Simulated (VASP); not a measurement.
A run of VASP 6.6.1 is set up as follows.

The input INCAR:

```
SYSTEM = CuW
  PREC = Accurate
  ENCUT = 520
  EDIFF = 1E-6
  ISMEAR = 0
  SIGMA = 0.1
  LREAL = .FALSE.
  LASPH = .TRUE.
  NELM = 60
  ALGO = Fast
  ISIF = 2
  LWAVE = .FALSE.
  LCHARG = .FALSE.
  GGA = PE
  NBANDS = 20
```

File KPOINTS:

```
Automatic mesh
0
G
  24 24 12
  0 0 0
```

File POSCAR:

```
CuW
1.0
    2.7088229738      0.0000000000      0.0000000000
   -1.3544114869      2.3459095097      0.0000000000
    0.0000000000      0.0000000000      4.5450823988
Cu W
1 1
Direct
    0.6666666667      0.3333333333      0.0000000000
    0.0000000000      0.0000000000      0.5000000000
```

Potentials or basis: VASP PAW PBE potentials, release 64 (Cu, W_sv).

The run is started by

```console
$ cat potpaw_PBE.64/Cu/POTCAR potpaw_PBE.64/W_sv/POTCAR > POTCAR
$ mpirun -np 1 vasp_std > vasp.out
```

**Question.** What does it give for the pressure?

**Answer.** -0.4 GPa.

**Question.** What does it give for the band gap on the k mesh?

**Answer.** Zero (an odd number of electrons rules out a gap without spin polarisation).

Stress tensor (GPa, compression positive):
```
-0.48  0.00  0.00
 0.00 -0.48  0.00
 0.00  0.00 -0.17
```

Caveat: spin-orbit coupling is left out, which moves the levels of the heavy elements.
